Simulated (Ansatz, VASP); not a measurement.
This is a calculation of BN for VASP 6.6.1.

Contents of INCAR:

```
SYSTEM = BN
  ALGO = Normal
  EDIFF = 1E-6
  ENCUT = 520
  GGA = CA
  ISIF = 2
  ISMEAR = -1
  LASPH = .True.
  LCHARG = .True.
  LELF = .True.
  LREAL = .False.
  LVHAR = .True.
  LWAVE = .False.
  NBANDS = 16
  NELM = 60
  PREC = Accurate
  SIGMA = 0.05
```

File KPOINTS:

```
k-points
0
Gamma
  12 12 6
  0 0 0
```

The input POSCAR:

```
BN
1.0
    2.5875479243      0.0000000000      0.0000000000
   -1.2937739622      2.2408822359      0.0000000000
    0.0000000000      0.0000000000      4.2824778918
N B
2 2
Direct
    0.3333333333      0.6666666667      0.1252760000
    0.6666666667      0.3333333333      0.6252760000
    0.3333333333      0.6666666667      0.4997240000
    0.6666666667      0.3333333333      0.9997240000
```

Potentials or basis: VASP PAW LDA potentials, release 64 (N, B).

Command:

```sh
$ cat potpaw_LDA.64/N/POTCAR potpaw_LDA.64/B/POTCAR > POTCAR
$ mpirun -np 1 vasp_std > vasp.out
```

**Question.** Set up the same calculation for Ansatz 0.2.0. Potentials there: all-electron LAPW, scalar-relativistic.

**Answer.** As run (the cutoff follows the program's own potentials):

input.yaml

```yaml
crystal:
  lattice:
    - [2.5875479243, 0.0, 0.0]
    - [-1.2937739622, 2.2408822359, 0.0]
    - [0.0, 0.0, 4.2824778918]
  atoms:
    - { symbol: "N", position: [0.3333333333, 0.6666666667, 0.125276] }
    - { symbol: "N", position: [0.6666666667, 0.3333333333, 0.625276] }
    - { symbol: B, position: [0.3333333333, 0.6666666667, 0.499724] }
    - { symbol: B, position: [0.6666666667, 0.3333333333, 0.999724] }
kpoints:
  mp_grid: { grid: [12, 12, 6] }
scf:
  occupations: { method: fermi_dirac, width: 0.05 }
hamiltonian:
  xc: lda
  pseudopotentials: { kind: all_electron, lapw: { basis_error: 0.002 } }
output:
  forces: true
  stress: true
  eigenvalues: true
```

Potentials or basis: all-electron LAPW, scalar-relativistic.

Command:

```console
$ ansatz run input.yaml --threads 2 --pin off --max-ram 8192MiB --backend cpu --events-out ev --progress --plain --runs-dir out
```

Both were run:

|  | VASP | Ansatz | Ansatz less VASP |
| --- | --- | --- | --- |
| gap on the k mesh at the Fermi level (eV) | 5.02 | 5.03 | +0.013 |
| least direct gap on the mesh (eV) | 7.91 | 7.92 | +0.006 |
| pressure (GPa) | -25.8 | -26.4 | -0.59 |
| traceless stress, the component that is largest in VASP (GPa) | -0.39 | -0.38 | +0.008 |
| rms of the force components (eV/Å) | 0.028 | 0.030 | +0.0011 |

LDA's correlation is that of Perdew and Zunger in VASP and of Perdew and Wang (1992) in Ansatz. Atom by atom the forces differ by 0.001 eV/Å (rms over components). Ansatz ran all-electron here, and VASP with PAW potentials.
